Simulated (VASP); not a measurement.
# GaP (F-43m) in VASP: single point with PBE

Aim: the single point of GaP with PBE.

All numbers are computed with VASP 6.6.1; they aren't measurements. Logs are shortened: lines on timing, memory, paths and dates and some standing lists are left out, and cuts for length are marked.

**The experiment to reproduce.**

From “Stacking defects in GaP nanowires: Electronic structure and optical properties”, 2018, arxiv:1810.01194, for a bulk crystal of GaP at 10 K: band gap 2.34 eV (indirect).

The results are compared with them further down.

### Step 1. The cell of the first run

Symmetry: F-43m, No. 216, cubic system. Conventional cell: a = 5.451 Å, b = 5.451 Å, c = 5.451 Å, α = 90.00°, β = 90.00°, γ = 90.00°. Within 3.1 Å of Ga (site symmetry -43m) lie 4 P at 2.36 Å. P (site symmetry -43m) has 4 Ga at 2.36 Å within 3.1 Å.

### Step 2. Single point, PBE

Input file INCAR:

```
ALGO     = Normal         # electronic algorithm
EDIFF    = 1E-6           # SCF threshold, eV
ENCUT    = 500            # plane-wave cutoff, eV
GGA      = PE             # functional
GGA_COMPAT= F            
ISIF     = 2              # what is computed and relaxed
ISMEAR   = 0              # smearing method
LASPH    = T              # aspherical terms in the spheres
LCHARG   = F              # write CHGCAR
LREAL    = F              # projectors in reciprocal space
LWAVE    = F              # write WAVECAR
NBANDS   = 16             # bands
NELM     = 120            # most SCF steps
PREC     = Accurate       # precision mode
SIGMA    = 0.01           # smearing width, eV
```

Input file KPOINTS:

```
k-points
0
Gamma
  5 5 5
```

Input file POSCAR:

```
GaP
1.0
    0.0000000000      2.7252500000      2.7252500000
    2.7252500000      0.0000000000      2.7252500000
    2.7252500000      2.7252500000      0.0000000000
Ga P
1 1
Direct
    0.0000000000      0.0000000000      0.0000000000
    0.2500000000      0.2500000000      0.2500000000
```

Potentials or basis: VASP PAW PBE potentials, release 64 (Ga_d, P).

On the command line:

```bash
$ cat potpaw_PBE.64/Ga_d/POTCAR potpaw_PBE.64/P/POTCAR > POTCAR
$ mpirun -np 1 vasp_std > vasp.out
```

OUTCAR:

```text
EDIFF = 1E-6
   ENCUT = 500
   GGA = PE
   ISIF = 2
   ISMEAR = 0
   LASPH = T
   LREAL = F
   NELM = 120
   PREC = Accurate

 ion  position               nearest neighbor table
   1  0.000  0.000  0.000-   2 2.36   2 2.36   2 2.36   2 2.36
   2  0.250  0.250  0.250-   1 2.36   1 2.36   1 2.36   1 2.36

  LATTYP: Found a face centered cubic cell.
 ALAT       =     5.4505000000

  Lattice vectors:

 A1 = (   0.0000000000,   2.7252500000,   2.7252500000)
 A2 = (   2.7252500000,   0.0000000000,   2.7252500000)
 A3 = (   2.7252500000,   2.7252500000,   0.0000000000)

Analysis of symmetry for initial positions (statically):
=====================================================================
 Subroutine PRICEL returns:
 Original cell was already a primitive cell.

 Routine SETGRP: Setting up the symmetry group for a
 face centered cubic supercell.

 Subroutine GETGRP returns: Found 24 space group operations
 (whereof 24 operations were pure point group operations)
 out of a pool of 48 trial point group operations.

The static configuration has the point symmetry T_d .

Analysis of symmetry for dynamics (positions and initial velocities):
=====================================================================
 Subroutine PRICEL returns:
 Original cell was already a primitive cell.

 Routine SETGRP: Setting up the symmetry group for a
 face centered cubic supercell.

 Subroutine GETGRP returns: Found 24 space group operations
 (whereof 24 operations were pure point group operations)
 out of a pool of 48 trial point group operations.

The dynamic configuration has the point symmetry T_d .

 Subroutine INISYM returns: Found 24 space group operations
 (whereof 24 operations are pure point group operations),
 and found     1 'primitive' translations

----------------------------------------------------------------------------------------

                                     Primitive cell

  volume of cell :      40.4808

  direct lattice vectors                    reciprocal lattice vectors
     0.000000000  2.725250000  2.725250000    -0.183469406  0.183469406  0.183469406
     2.725250000  0.000000000  2.725250000     0.183469406 -0.183469406  0.183469406
     2.725250000  2.725250000  0.000000000     0.183469406  0.183469406 -0.183469406

  length of vectors
     3.854085511  3.854085511  3.854085511     0.317778334  0.317778334  0.317778334

  position of ions in fractional coordinates (direct lattice)
     0.000000000  0.000000000  0.000000000
     0.250000000  0.250000000  0.250000000

  ion indices of the primitive-cell ions
   primitive index   ion index
                 1           1
                 2           2

----------------------------------------------------------------------------------------

 KPOINTS: k-points

Automatic generation of k-mesh.
 Grid dimensions read from file:
 generate k-points for:    5    5    5

 Generating k-lattice:

  Cartesian coordinates                     Fractional coordinates (reciprocal lattice)
    -0.036693881  0.036693881  0.036693881     0.200000000  0.000000000  0.000000000
     0.036693881 -0.036693881  0.036693881     0.000000000  0.200000000  0.000000000
     0.036693881  0.036693881 -0.036693881     0.000000000  0.000000000  0.200000000

  Length of vectors
     0.063555667  0.063555667  0.063555667

  Shift w.r.t. Gamma in fractional coordinates (k-lattice)
     0.000000000  0.000000000  0.000000000

 Subroutine IBZKPT returns following result:
 ===========================================

 Found     10 irreducible k-points:

 Following reciprocal coordinates:
            Coordinates               Weight
  0.000000  0.000000  0.000000      1.000000
  0.200000  0.000000  0.000000      8.000000
  0.400000  0.000000  0.000000      8.000000
  0.200000  0.200000  0.000000      6.000000
  0.400000  0.200000  0.000000     24.000000
 -0.400000  0.200000  0.000000     24.000000
 -0.200000  0.200000  0.000000     12.000000
  0.400000  0.400000  0.000000      6.000000
 -0.400000  0.400000  0.000000     12.000000
 -0.400000  0.400000  0.200000     24.000000
   k-points           NKPTS =     10   k-points in BZ     NKDIM =     10   number of bands    NBANDS=     16
   number of dos      NEDOS =    301   number of ions     NIONS =      2
   total plane-waves  NPLWV =  21952
   dimension x,y,z NGX =    28 NGY =   28 NGZ =   28
   dimension x,y,z NGXF=    56 NGYF=   56 NGZF=   56
   ions per type =               1   1
   NGX,Y,Z   is equivalent  to a cutoff of  12.08, 12.08, 12.08 a.u.
   NGXF,Y,Z  is equivalent  to a cutoff of  24.16, 24.16, 24.16 a.u.
 SYSTEM =  unknown system
   PREC   = accura    normal or accurate (medium, high low for compatibility)
   ISTART =      0    job   : 0-new  1-cont  2-samecut
   ICHARG =      2    charge: 1-file 2-atom 10-const
   ISPIN  =      1    spin polarized calculation?
   LNONCOLLINEAR =      F non collinear calculations
   LSORBIT =      F    spin-orbit coupling
   LASPH  =      T    aspherical Exc in radial PAW
   ENCUT  =  500.0 eV  36.75 Ry    6.06 a.u.   7.03  7.03  7.03*2*pi/ulx,y,z
   NELM   =    120;   NELMIN=  2; NELMDL= -5     # of ELM steps
   EDIFF  = 0.1E-05   stopping-criterion for ELM
   LREAL  =      F    real-space projection
   EDIFFG = 0.1E-04   stopping-criterion for IOM
   NSW    =      0    number of steps for IOM
   IBRION =     -1    ionic relax: 0-MD 1-quasi-New 2-CG
   NFREE  =      0    steps in history (QN), initial steepest desc. (CG)
   ISIF   =      2    stress and relaxation
   ISYM   =      2    0-nonsym 1-usesym 2-fastsym
   POTIM  = 0.5000    time-step for ionic-motion
   TEBEG  =    0.0;   TEEND  =   0.0 temperature during run
   PSTRESS=    0.0 pullay stress
   NELECT =      18.0000    total number of electrons
   NUPDOWN=      -1.0000    fix difference up-down
   EMIN   =  10.00;   EMAX   =-10.00  energy-range for DOS
   EFERMI =   0.00;   METHOD = LEGACY
   ISMEAR =     0;   SIGMA  =   0.01  broadening in eV -4-tet -1-fermi 0-gaus
   EFERMI_NEDOS =   21; number of points for ismear=-14 and -15
   IALGO  =     38    algorithm
   IMIX   =      4    mixing-type and parameters
     AMIX     =   0.40;   BMIX     =  1.00
     AMIX_MAG =   1.60;   BMIX_MAG =  1.00
  volume/ion in A,a.u.               =      20.24       136.59
  Fermi-wavevector in a.u.,A,eV,Ry     =   1.249538  2.361284 21.243377  1.561344
  Thomas-Fermi vector in A             =   2.383574
   LORBIT       =      0    0 simple, 1 ext, 2 COOP (PROOUT), +10 PAW based schemes
   GGA     = PE    functional components
   LHFCALC =     F    Hartree Fock is set to
   AEXX    =    0.0000 exact exchange contribution
   IVDW    =     0    specifies the selected vdW correction
   LEPSILON=     F    determine dielectric tensor
   LRPA    =     F    only Hartree local field effects (RPA)
 non-spin polarized calculation
 Gauss-broadening in eV      SIGMA  =   0.01
  energy-cutoff  :      500.00
  volume of cell :       40.48
 maximum number of plane-waves:      1032
   NGX = 13   NGY = 13   NGZ = 13

 number of electron      18.0000016 magnetization

 Free energy of the ion-electron system (eV)
  ---------------------------------------------------
  ext. energy  EPLUGINS =         0.00000000
  ---------------------------------------------------
  free energy    TOTEN  =        -9.07260909 eV

  energy without entropy =       -9.07260909  energy(sigma->0) =       -9.07260909

 E-fermi :   4.7564     XC(G=0):  -9.8248

 val. band max:        4.6699250608   @ k =   0.0000   0.0000   0.0000
 cond. band min:       6.2643619841   @ k =   0.4000   0.4000   0.0000
 fundamental gap:      1.5944369234
 Fermi energy:         4.7563818083

 k-point     1 :       0.0000    0.0000    0.0000
  band No.  band energies     occupation
      1      -9.8995      2.00000
      2      -9.8995      2.00000
      3      -9.8995      2.00000
      4      -9.8003      2.00000
      5      -9.8003      2.00000
      6      -7.8251      2.00000
[... 8 lines left out ...]
     15      14.4482      0.00000
     16      14.4482      0.00000

 k-point     2 :       0.2000    0.0000    0.0000
  band No.  band energies     occupation
      1      -9.9303      2.00000
      2      -9.8889      2.00000
      3      -9.8889      2.00000
      4      -9.7999      2.00000
      5      -9.7999      2.00000
      6      -7.3177      2.00000
[... 8 lines left out ...]
     15      13.5589      0.00000
     16      14.7694      0.00000

 k-point     3 :       0.4000    0.0000    0.0000
  band No.  band energies     occupation
      1      -9.9735      2.00000
      2      -9.8763      2.00000
      3      -9.8763      2.00000
      4      -9.7945      2.00000
      5      -9.7945      2.00000
      6      -6.0951      2.00000
[... 8 lines left out ...]
     15      15.2003      0.00000
     16      15.2003      0.00000

 k-point     4 :       0.2000    0.2000    0.0000
  band No.  band energies     occupation
      1      -9.9480      2.00000
      2      -9.8777      2.00000
      3      -9.8777      2.00000
      4      -9.8109      2.00000
      5      -9.7928      2.00000
      6      -7.1488      2.00000
[... 8 lines left out ...]
     15      15.0660      0.00000
     16      16.2438      0.00000

 k-point     5 :       0.4000    0.2000    0.0000
  band No.  band energies     occupation
      1      -9.9795      2.00000
      2      -9.8666      2.00000
      3      -9.8618      2.00000
      4      -9.8136      2.00000
      5      -9.7881      2.00000
      6      -6.1178      2.00000
[... 8 lines left out ...]
     15      16.1963      0.00000
     16      16.7646      0.00000

 k-point     6 :      -0.4000    0.2000    0.0000
  band No.  band energies     occupation
      1      -9.9847      2.00000
      2      -9.8685      2.00000
      3      -9.8611      2.00000
      4      -9.8024      2.00000
      5      -9.7947      2.00000
      6      -5.4506      2.00000
[... 8 lines left out ...]
     15      14.7238      0.00000
     16      17.1491      0.00000

 k-point     7 :      -0.2000    0.2000    0.0000
  band No.  band energies     occupation
      1      -9.9607      2.00000
      2      -9.8761      2.00000
      3      -9.8751      2.00000
      4      -9.8038      2.00000
      5      -9.7961      2.00000
      6      -6.5429      2.00000
[... 8 lines left out ...]
     15      15.9816      0.00000
     16      16.7384      0.00000

 k-point     8 :       0.4000    0.4000    0.0000
  band No.  band energies     occupation
      1     -10.0075      2.00000
      2      -9.8409      2.00000
      3      -9.8409      2.00000
      4      -9.8321      2.00000
      5      -9.7807      2.00000
      6      -5.4276      2.00000
[... 8 lines left out ...]
     15      16.6153      0.00000
     16      19.0410      0.00000

 k-point     9 :      -0.4000    0.4000    0.0000
  band No.  band energies     occupation
      1     -10.0052      2.00000
      2      -9.8488      2.00000
      3      -9.8402      2.00000
      4      -9.8240      2.00000
      5      -9.7850      2.00000
      6      -4.8448      2.00000
[... 8 lines left out ...]
     15      15.5874      0.00000
     16      18.8434      0.00000

 k-point    10 :      -0.4000    0.4000    0.2000
  band No.  band energies     occupation
      1      -9.9937      2.00000
      2      -9.8623      2.00000
      3      -9.8449      2.00000
      4      -9.8153      2.00000
      5      -9.7903      2.00000
      6      -5.1441      2.00000
[... 8 lines left out ...]
     15      16.2349      0.00000
     16      18.8681      0.00000

------------------------ aborting loop because EDIFF is reached ----------------------------------------

  FORCE on cell =-STRESS in cart. coord.  units (eV):
  Direction    XX          YY          ZZ          XY          YZ          ZX
  --------------------------------------------------------------------------------------
  -------------------------------------------------------------------------------------
  Total        0.6374392      0.6374392      0.6374392     -0.0000000      0.0000000     -0.0000000
  in kB       25.2290164     25.2290164     25.2290164     -0.0000000      0.0000000     -0.0000000
  external PRESSURE =      25.2290164 kB  Pullay stress =       0.0000000 kB

 VOLUME and BASIS-vectors are now :
 -----------------------------------------------------------------------------
  energy-cutoff  :      500.00
  volume of cell :       40.48
      direct lattice vectors                 reciprocal lattice vectors
     0.000000000  2.725250000  2.725250000    -0.183469406  0.183469406  0.183469406
     2.725250000  0.000000000  2.725250000     0.183469406 -0.183469406  0.183469406
     2.725250000  2.725250000  0.000000000     0.183469406  0.183469406 -0.183469406

 POSITION                                       TOTAL-FORCE (eV/Angst)
 -----------------------------------------------------------------------------------
      0.00000      0.00000      0.00000        -0.000000      0.000000     -0.000000
      1.36262      1.36262      1.36262         0.000000     -0.000000      0.000000
 -----------------------------------------------------------------------------------
    total drift:                                0.000001      0.000001      0.000001

  FREE ENERGIE OF THE ION-ELECTRON SYSTEM (eV)
  ---------------------------------------------------
  free  energy   TOTEN  =        -9.0726090922 eV

  energy  without entropy=       -9.0726090922  energy(sigma->0) =       -9.07260909
```

It took 10 s on 1 thread of Intel Xeon Platinum 8488C (Sapphire Rapids), shared host; peak memory 0.15 GiB.

Results:

* Free energy: -9.0726 eV
* Pressure: 2.5 GPa
* Band gap on the k mesh: 1.59 eV, indirect (least direct gap 1.82 eV)

### Step 3. How close it comes

Step 2. Against the measured gap of GaP, 2.34 eV (indirect; 10 K; quoted in “Stacking defects in GaP nanowires: Electronic structure and optical properties”, 2018, arxiv:1810.01194), the calculated 1.59 eV is off by -0.75 eV. Spin-orbit coupling on Ga is left out. The value is that of PBE on a finite k mesh, which can miss the band edges, without temperature or zero-point motion. Semilocal functionals fall short of measured gaps as a rule.
